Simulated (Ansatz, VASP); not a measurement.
## Al2O3 in VASP and in Ansatz

File INCAR:

```
SYSTEM = Al2O3
PREC = Accurate ; ENCUT = 600
EDIFF = 1E-6 ; ISMEAR = 0
SIGMA = 0.02 ; LREAL = .False.
LASPH = .True. ; NELM = 100
ALGO = Normal ; ISIF = 3
LWAVE = .False. ; LCHARG = .False.
GGA = PE ; IBRION = 2
NSW = 100 ; EDIFFG = -0.01
```

The input KPOINTS:

```
Automatic mesh
0
Gamma
  6 6 6
  0 0 0
```

Contents of POSCAR:

```
Al2O3
1.0
   -2.9229790730      2.9229790730     10.0860125183
    2.9229790730     -2.9229790730     10.0860125183
    2.9229790730      2.9229790730    -10.0860125183
Al O
4 6
Direct
    0.0834551916      0.0834551916      0.0000000000
    0.8334551916      0.3334551916      0.5000000000
    0.9165448084      0.9165448084      0.0000000000
    0.6665448084      0.1665448084      0.5000000000
    0.0000000000      0.0000000000      0.0000000000
    0.3750000000      0.1250000000      0.2500000000
    0.8750000000      0.1250000000      0.7500000000
    0.8750000000      0.1250000000      0.2500000000
    0.8750000000      0.6250000000      0.7500000000
    0.7500000000      0.2500000000      0.5000000000
```

Input for Ansatz:

```yaml
crystal:
  lattice:
    - [-2.922979073, 2.922979073, 10.0860125183]
    - [2.922979073, -2.922979073, 10.0860125183]
    - [2.922979073, 2.922979073, -10.0860125183]
  atoms:
    - { symbol: Al, position: [0.0834551916, 0.0834551916, 0.0] }
    - { symbol: Al, position: [0.8334551916, 0.3334551916, 0.5] }
    - { symbol: Al, position: [0.9165448084, 0.9165448084, 0.0] }
    - { symbol: Al, position: [0.6665448084, 0.1665448084, 0.5] }
    - { symbol: O, position: [0.0, 0.0, 0.0] }
    - { symbol: O, position: [0.375, 0.125, 0.25] }
    - { symbol: O, position: [0.875, 0.125, 0.75] }
    - { symbol: O, position: [0.875, 0.125, 0.25] }
    - { symbol: O, position: [0.875, 0.625, 0.75] }
    - { symbol: O, position: [0.75, 0.25, 0.5] }
basis:
  ecutwfc: 420
kpoints:
  mp_grid: { grid: [6, 6, 6] }
hamiltonian:
  xc: pbe
scf:
  occupations: { method: gaussian, width: 0.02 }
output:
  forces: true
  stress: true
  eigenvalues: true
relax:
  adjacent_minimum: "off"
  f_tol: 0.01
  max_steps: 80
  cell: { stress_tol: 0.05 }
```

Alike in both runs: task relaxation of cell and atoms; functional PBE; k mesh 6 × 6 × 6; occupations gaussian, width 0.02 eV; no spin polarisation.

```csv
,VASP,Ansatz
version,VASP 6.6.1,Ansatz 0.2.0
potentials or method,"VASP PAW PBE potentials, release 64 (Al, O), cutoff 600 eV","scalar-relativistic, plane waves, PAW"
valence electrons in the cell,48,48
```

```csv
,VASP,Ansatz,Ansatz less VASP
"gap on the k mesh at the Fermi level, each at its own relaxed structure (eV)",3.41,3.42,+0.009
relaxed volume (Å³/atom),34.50,34.54,+0.037
relaxed cell length with the largest relative difference (Å),10.909,10.908,-0.0010
```
